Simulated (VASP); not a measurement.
Sn:

```
Sn
1.0
     0.00000    3.24560    3.24560
     3.24560    0.00000    3.24560
     3.24560    3.24560    0.00000
Sn
2
Direct
  0.50000 0.50000 0.50000
  0.75000 0.75000 0.75000
```

This isn't the form of Sn at room conditions, which is tetragonal (white tin).

Base run:

| Quantity | Value |
| --- | --- |
| Program | VASP 6.6.1 |
| Functional | PBE |
| Potentials or basis | VASP PAW PBE potentials, release 64 (Sn_d) |
| Cutoff | 520 eV |
| k mesh | 9 × 9 × 9 |
| Occupations | fermi-dirac, width 0.03 eV |
| Spin | no spin polarisation |

Its results: band gap on the k mesh zero (bands 14 and 15 overlap by 0.07 eV); pressure 3.1 GPa.

Problem. The run is repeated on the same cell with these changes: functional from PBE to r2SCAN. What comes out?

Solution. Band gap on the k mesh zero (filled and empty bands touch); pressure 1.6 GPa.

Caveats: spin-orbit coupling is left out, which moves the levels of the heavy elements; the cell stands under pressure (at least some runs); the PAW data sets were made with another functional, which shifts forces and pressure a little (at least some runs).
